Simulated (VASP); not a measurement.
# Al2O3 (R-3c) in VASP: notebook, part 2 of 2

VASP 6.6.1. Earlier steps stand in the parts before.

## 3. Single point, PBE

This run uses another cell than the first one, of 8.50 Å³/atom.

File INCAR:

```
PREC = Accurate
ENCUT = 520
EDIFF = 1E-6
ISMEAR = 0
SIGMA = 0.1
LREAL = False
LASPH = True
NELM = 100
ALGO = Fast
ISIF = 2
LWAVE = False
LCHARG = False
GGA = PE
NBANDS = 35
```

File KPOINTS:

```
Automatic mesh
0
Gamma
  6 6 6
```

File POSCAR:

```
Al2O3
1.0
    2.3802500000      1.3742379782      4.3318666667
   -2.3802500000      1.3742379782      4.3318666667
    0.0000000000     -2.7484759565      4.3318666667
Al O
4 6
Direct
    0.3521600000      0.3521600000      0.3521600000
    0.1478400000      0.1478400000      0.1478400000
    0.6478400000      0.6478400000      0.6478400000
    0.8521600000      0.8521600000      0.8521600000
    0.5566800000      0.9433200000      0.2500000000
    0.2500000000      0.5566800000      0.9433200000
    0.9433200000      0.2500000000      0.5566800000
    0.4433200000      0.0566800000      0.7500000000
    0.7500000000      0.4433200000      0.0566800000
    0.0566800000      0.7500000000      0.4433200000
```

Potentials or basis: VASP PAW PBE potentials, release 64 (Al, O).

The run is started by

```
> cat potpaw_PBE.64/Al/POTCAR potpaw_PBE.64/O/POTCAR > POTCAR
> mpirun -np 1 vasp_std > vasp.out
```

OUTCAR:

```text
PREC = Accurate
   ENCUT = 520
   EDIFF = 1E-6
   ISMEAR = 0
   LREAL = False
   LASPH = True
   NELM = 100
   ISIF = 2
   GGA = PE

 ion  position               nearest neighbor table
   1  0.352  0.352  0.352-   9 1.85  10 1.85   8 1.85   7 1.97   5 1.97   6 1.97   2 2.66   3 2.79
                             3 2.79   3 2.79   2 3.22   2 3.22   2 3.22
   2  0.148  0.148  0.148-  10 1.85   9 1.85   8 1.85   6 1.97   5 1.97   7 1.97   1 2.66   4 2.79
                             4 2.79   4 2.79   1 3.22   1 3.22   1 3.22
   3  0.648  0.648  0.648-   6 1.85   7 1.85   5 1.85  10 1.97   8 1.97   9 1.97   4 2.66   1 2.79
                             1 2.79   1 2.79   4 3.22   4 3.22   4 3.22
   4  0.852  0.852  0.852-   7 1.85   6 1.85   5 1.85   9 1.97   8 1.97  10 1.97   3 2.66   2 2.79
                             2 2.79   2 2.79   3 3.22   3 3.22   3 3.22
   5  0.557  0.943  0.250-   3 1.85   4 1.85   1 1.97   2 1.97
   6  0.250  0.557  0.943-   3 1.85   4 1.85   2 1.97   1 1.97
   7  0.943  0.250  0.557-   4 1.85   3 1.85   1 1.97   2 1.97
   8  0.443  0.057  0.750-   1 1.85   2 1.85   3 1.97   4 1.97
   9  0.750  0.443  0.057-   1 1.85   2 1.85   4 1.97   3 1.97
  10  0.057  0.750  0.443-   2 1.85   1 1.85   3 1.97   4 1.97

  LATTYP: Found a trigonal (rhomboedric) cell.
 ALAT       =     5.1302230849
 COS(alpha) =     0.5694707703

  Lattice vectors:

 A1 = (   2.3802500000,   1.3742379782,   4.3318666667)
 A2 = (  -2.3802500000,   1.3742379782,   4.3318666667)
 A3 = (   0.0000000000,  -2.7484759565,   4.3318666667)

Analysis of symmetry for initial positions (statically):
=====================================================================
 Subroutine PRICEL returns:
 Original cell was already a primitive cell.

 Routine SETGRP: Setting up the symmetry group for a
 trigonal (rhombohedral) supercell.

 Subroutine GETGRP returns: Found 12 space group operations
 (whereof  6 operations were pure point group operations)
 out of a pool of 12 trial point group operations.

The static configuration has the point symmetry S_6 .
 The point group associated with its full space group is D_3d.

Analysis of symmetry for dynamics (positions and initial velocities):
[... 153 lines left out ...]
   GGA     = PE    functional components
   LHFCALC =     F    Hartree Fock is set to
   AEXX    =    0.0000 exact exchange contribution
   IVDW    =     0    specifies the selected vdW correction
   LEPSILON=     F    determine dielectric tensor
   LRPA    =     F    only Hartree local field effects (RPA)
 non-spin polarized calculation
 RMM-DIIS sequential band-by-band and
 Gauss-broadening in eV      SIGMA  =   0.10
  energy-cutoff  :      520.00
  volume of cell :       85.02
 maximum number of plane-waves:      2308
 NGX is ok and might be reduce to    40
   NGX = 19   NGY = 19   NGZ = 19

 number of electron      48.0000013 magnetization

 Free energy of the ion-electron system (eV)
  ---------------------------------------------------
  ext. energy  EPLUGINS =         0.00000000
  ---------------------------------------------------
  free energy    TOTEN  =       -74.75234816 eV

  energy without entropy =      -74.75234816  energy(sigma->0) =      -74.75234816

 E-fermi :   6.6461     XC(G=0): -11.6856

 val. band max:        6.1425819042   @ k =   0.0000   0.0000   0.0000
 cond. band min:      12.3579348332   @ k =   0.0000   0.0000   0.0000
 fundamental gap:      6.2153529290
 Fermi energy:         6.6461188286

 k-point     1 :       0.0000    0.0000    0.0000
  band No.  band energies     occupation
      1     -13.1028      2.00000
      2     -10.7685      2.00000
      3     -10.4902      2.00000
      4     -10.4902      2.00000
      5     -10.1755      2.00000
      6     -10.1755      2.00000
[... 901 lines left out ...]
     34      19.6585      0.00000
     35      19.7447      0.00000

 [... further k-points ...]
[... 5 lines left out ...]
  --------------------------------------------------------------------------------------
  -------------------------------------------------------------------------------------
  Total        3.9329263      3.9329263      3.5969908      0.0000000     -0.0000000      0.0000000
  in kB       74.1166088     74.1166088     67.7858518      0.0000000     -0.0000000      0.0000000
  external PRESSURE =      72.0063565 kB  Pullay stress =       0.0000000 kB

 VOLUME and BASIS-vectors are now :
 -----------------------------------------------------------------------------
  energy-cutoff  :      520.00
  volume of cell :       85.02
      direct lattice vectors                 reciprocal lattice vectors
     2.380250000  1.374237978  4.331866667     0.210061968  0.121279334  0.076949121
    -2.380250000  1.374237978  4.331866667    -0.210061968  0.121279334  0.076949121
     0.000000000 -2.748475957  4.331866667     0.000000000 -0.242558668  0.076949121

 POSITION                                       TOTAL-FORCE (eV/Angst)
 -----------------------------------------------------------------------------------
      0.00000     -0.00000      4.57653         0.000000      0.000000     -0.026822
      0.00000     -0.00000      1.92127         0.000000     -0.000000      0.026822
      0.00000     -0.00000      8.41907         0.000000     -0.000000      0.026822
      0.00000     -0.00000     11.07433         0.000000      0.000000     -0.026822
     -0.92030      1.37424      7.58077        -0.025954     -0.000000     -0.000000
     -0.72998     -1.48412      7.58077         0.012977     -0.022477      0.000000
      1.65027      0.10988      7.58077         0.012977      0.022477      0.000000
      0.92030     -1.37424      5.41483         0.025954     -0.000000     -0.000000
      0.72998      1.48412      5.41483        -0.012977      0.022477      0.000000
     -1.65027     -0.10988      5.41483        -0.012977     -0.022477      0.000000
 -----------------------------------------------------------------------------------
    total drift:                               -0.000000      0.000000     -0.000000

  FREE ENERGIE OF THE ION-ELECTRON SYSTEM (eV)
  ---------------------------------------------------
  free  energy   TOTEN  =       -74.7523481612 eV

  energy  without entropy=      -74.7523481612  energy(sigma->0) =      -74.75234816
```

OSZICAR:

```text
N       E                     dE             d eps       ncg     rms          rms(c)
DAV:   1     0.227684104794E+03    0.22768E+03   -0.25439E+04  2240   0.131E+03
DAV:   2    -0.701387607630E+02   -0.29782E+03   -0.28760E+03  2885   0.287E+02
DAV:   3    -0.827162523255E+02   -0.12577E+02   -0.12534E+02  2917   0.599E+01
DAV:   4    -0.828135662763E+02   -0.97314E-01   -0.97253E-01  2776   0.608E+00
DAV:   5    -0.828147363985E+02   -0.11701E-02   -0.11700E-02  2807   0.666E-01    0.176E+01
RMM:   6    -0.745906443922E+02    0.82241E+01   -0.26236E+01  2356   0.241E+01    0.522E+00
RMM:   7    -0.747359963234E+02   -0.14535E+00   -0.22230E+00  2802   0.660E+00    0.349E+00
RMM:   8    -0.747621268378E+02   -0.26131E-01   -0.25533E-01  2641   0.358E+00    0.704E-01
RMM:   9    -0.747512792033E+02    0.10848E-01   -0.39922E-02  2887   0.986E-01    0.285E-01
RMM:  10    -0.747562246658E+02   -0.49455E-02   -0.45073E-02  2877   0.102E+00    0.416E-01
RMM:  11    -0.747523129806E+02    0.39117E-02   -0.91606E-03  2744   0.494E-01    0.891E-02
RMM:  12    -0.747523590503E+02   -0.46070E-04   -0.23125E-03  2872   0.257E-01    0.314E-02
RMM:  13    -0.747523472658E+02    0.11785E-04   -0.10764E-04  2887   0.604E-02    0.665E-03
RMM:  14    -0.747523487424E+02   -0.14767E-05   -0.14788E-05  2722   0.209E-02    0.691E-03
RMM:  15    -0.747523481612E+02    0.58120E-06   -0.58761E-06  2673   0.120E-02
   1 F= -.74752348E+02 E0= -.74752348E+02  d E =-.272896E-14
```

It took 51 s on 1 thread of Intel Xeon 6975P-C (Granite Rapids), shared host; peak memory 0.26 GiB.

Results:

* Free energy: -74.7523 eV
* Pressure: 7.2 GPa
* Largest force: 0.027 eV/Å
* Band gap on the k mesh: 6.22 eV

Forces on the atoms (eV/Å):
```
Al   0.000  0.000 -0.027
Al   0.000  0.000  0.027
Al   0.000  0.000  0.027
Al   0.000  0.000 -0.027
O   -0.026  0.000  0.000
O    0.013 -0.022  0.000
O    0.013  0.022  0.000
O    0.026  0.000  0.000
O   -0.013  0.022  0.000
O   -0.013 -0.022  0.000
```

Stress tensor (GPa, compression positive):
```
7.41 0.00 0.00
0.00 7.41 0.00
0.00 0.00 6.78
```

Caveat: the cell stands under pressure. As with any semilocal functional, this PBE gap is likely too small.
